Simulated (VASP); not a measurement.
CdTe: single point with PBE

Crystal: CdTe.

```
Te Cd
1.0
     0.00000    3.20500    3.20500
     3.20500    0.00000    3.20500
     3.20500    3.20500    0.00000
Te Cd
1 1
Direct
  0.75000 0.75000 0.75000
  0.00000 0.00000 0.00000
```

- Program: VASP 6.6.1
- Task: single point
- Functional: PBE
- Potentials or basis: VASP PAW PBE potentials, release 64 (Te, Cd)
- Cutoff: 520 eV
- k mesh: 5 × 5 × 5
- Occupations: fermi-dirac, width 0.03 eV
- Spin: no spin polarisation
- Dipole correction: no
- Further INCAR settings: ALGO = Normal; EDIFF = 1e-07; NBANDS = 16

- Pressure: 4.5 GPa
- Band gap on the k mesh: 0.87 eV, direct

Levels at points of the mesh, in eV from the valence-band top:
| k point | band 6 | band 7 | band 8 | band 9 | band 10 | band 11 | band 12 | band 13 |
| --- | --- | --- | --- | --- | --- | --- | --- | --- |
| (0.00, 0.00, 0.00) | -8.13 | 0.00 | 0.00 | 0.00 | 0.87 | 4.57 | 4.57 | 4.57 |

Run time: 14 s on 1 thread of Intel(R) Xeon(R) Platinum 8488C (Sapphire Rapids), on a shared host, peak memory 0.2 GiB.

Caveat: spin-orbit coupling is left out, which moves the levels of the heavy elements. PBE gaps usually lie below the measured ones, often by a third to a half.
